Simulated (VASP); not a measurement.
Wanted: the native input for a VASP 6.6.1 run.

| Property | Result |
| --- | --- |
| Task | single point |
| Functional | r2SCAN |
| Potentials or basis | VASP PAW PBE potentials, release 64 (C, H) |
| Cutoff | 520 eV |
| k mesh | 5 × 10 × 1 |
| Occupations | gaussian, width 0.05 eV |
| Spin | no spin polarisation |
| Dipole correction | yes |
| Further INCAR settings | LREAL = Auto; ALGO = Normal; EDIFF = 1e-06; NBANDS = 50 |

The system is HC4, a slab with vacuum.

```
C H
1.0
     5.03500    0.00000    0.00000
     0.00000    2.51750    0.00000
     0.00000    0.00000   19.73290
C H
16 4
Direct
  0.50000 0.50000 0.23577
  0.00000 0.50000 0.23577
  0.50000 0.00000 0.28087
  0.00000 0.00000 0.28087
  0.75000 0.00000 0.32598
  0.25000 0.00000 0.32598
  0.75000 0.50000 0.37109
  0.25000 0.50000 0.37109
  0.99787 0.50000 0.41603
  0.50102 0.50000 0.40766
  0.99663 0.00000 0.46082
  0.50319 0.00000 0.44634
  0.26204 0.00000 0.49652
  0.73115 0.00000 0.49881
  0.36525 0.50000 0.52138
  0.63249 0.50000 0.52843
  0.64291 0.50000 0.19825
  0.35709 0.50000 0.19825
  0.14236 0.50000 0.19806
  0.85764 0.50000 0.19806
```

One way to write it, as run:

POSCAR

```
HC4
1.0
    5.0350011261      0.0000000000      0.0000000000
    0.0000000000      2.5175005631      0.0000000000
    0.0000000000      0.0000000000     19.7329018234
C H
16 4
Direct
    0.5000000000      0.5000000000      0.2357689632
    0.0000000000      0.5000000000      0.2357689632
    0.5000000000      0.0000000000      0.2808748918
    0.0000000000      0.0000000000      0.2808748918
    0.7500000000      0.0000000000      0.3259808203
    0.2500000000      0.0000000000      0.3259808203
    0.7500000000      0.5000000000      0.3710867489
    0.2500000000      0.5000000000      0.3710867489
   -0.0021300457      0.5000000000      0.4160255242
    0.5010245312      0.5000000000      0.4076554237
   -0.0033695990      0.0000000000      0.4608217179
    0.5031865563      0.0000000000      0.4463411202
    0.2620419467      0.0000000000      0.4965158834
    0.7311514288      0.0000000000      0.4988121472
    0.3652533205      0.5000000000      0.5213824250
    0.6324933679      0.5000000000      0.5284264979
    0.6429144453      0.5000000000      0.1982508924
    0.3570855547      0.5000000000      0.1982508924
    0.1423584706      0.5000000000      0.1980631397
   -0.1423584706      0.5000000000      0.1980631397
```

INCAR.step1

```
SYSTEM = HC4
PREC = Accurate ; ENCUT = 520
ISMEAR = 0 ; SIGMA = 0.05
LREAL = Auto ; LASPH = .TRUE.
NELM = 60 ; LDIPOL = .TRUE.
IDIPOL = 3 ; DIPOL = 0.5 0.5 0.350
NBANDS = 50 ; GGA = PE
ALGO = Normal ; EDIFF = 1E-4
LWAVE = .TRUE. ; LCHARG = .FALSE.
```

INCAR.step2

```
SYSTEM = HC4
PREC = Accurate ; ENCUT = 520
EDIFF = 1E-6 ; ISMEAR = 0
SIGMA = 0.05 ; LREAL = Auto
LASPH = .TRUE. ; NELM = 60
ALGO = Normal ; ISIF = 2
LWAVE = .FALSE. ; LCHARG = .FALSE.
LDIPOL = .TRUE. ; IDIPOL = 3
DIPOL = 0.5 0.5 0.350 ; METAGGA = R2SCAN
LMIXTAU = .TRUE. ; NBANDS = 50
ISTART = 1
```

KPOINTS

```
Automatic mesh
0
G
  5 10 1
  0 0 0
```

Potentials or basis: VASP PAW PBE potentials, release 64 (C, H).

The run is started by

```bash
$ cat potpaw_PBE.64/C/POTCAR potpaw_PBE.64/H/POTCAR > POTCAR
$ cp INCAR.step1 INCAR
$ mpirun -np 1 vasp_std > vasp.out
$ cp INCAR.step2 INCAR
$ mpirun -np 1 vasp_std > vasp.out
```

Results of the run:

```yaml
Largest_force: 5.486 eV/Å
Band_gap_on_the_k_mesh: 1.36 eV (least direct gap 1.46 eV)
```

Caveat: the PAW data sets were made with another functional, which shifts forces and pressure a little.

Run time: 15 min on 1 thread of AMD EPYC 9R45 96-Core Processor (Zen 5), on a shared host, peak memory 0.39 GiB.
